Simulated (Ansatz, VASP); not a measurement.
One calculation of W, two programs

```xyz
2
Lattice="0.0000 2.8560 2.8560 2.8560 0.0000 2.8560 2.8560 2.8560 0.0000" Properties=species:S:1:pos:R:3 pbc="T T T"
W     0.7140    0.7140    0.7140
W     4.9981    4.9981    4.9981
```

Alike in both runs: functional LDA; k mesh 10 × 10 × 10; occupations fermi-dirac, width 0.1 eV; no spin polarisation.

Ansatz relaxed the structure, and its values are those at the end. VASP's run is a single point on that final structure, the one shown.

|  | VASP | Ansatz |
| --- | --- | --- |
| version | VASP 6.6.1 | Ansatz 0.2.0 |
| potentials or method | VASP PAW LDA potentials, release 64 (W_sv), cutoff 520 eV | plane waves (420 eV) with PAW, scalar-relativistic |
| valence electrons in the cell | 28 | 28 |

```csv
,VASP,Ansatz,Ansatz less VASP
pressure (GPa),1.2,0.0,-1.19
```

Ansatz warns that its potentials were made for another functional, while VASP's fit it. LDA's correlation is that of Perdew and Zunger in VASP and of Perdew and Wang (1992) in Ansatz.

Neither program's run includes spin-orbit coupling.
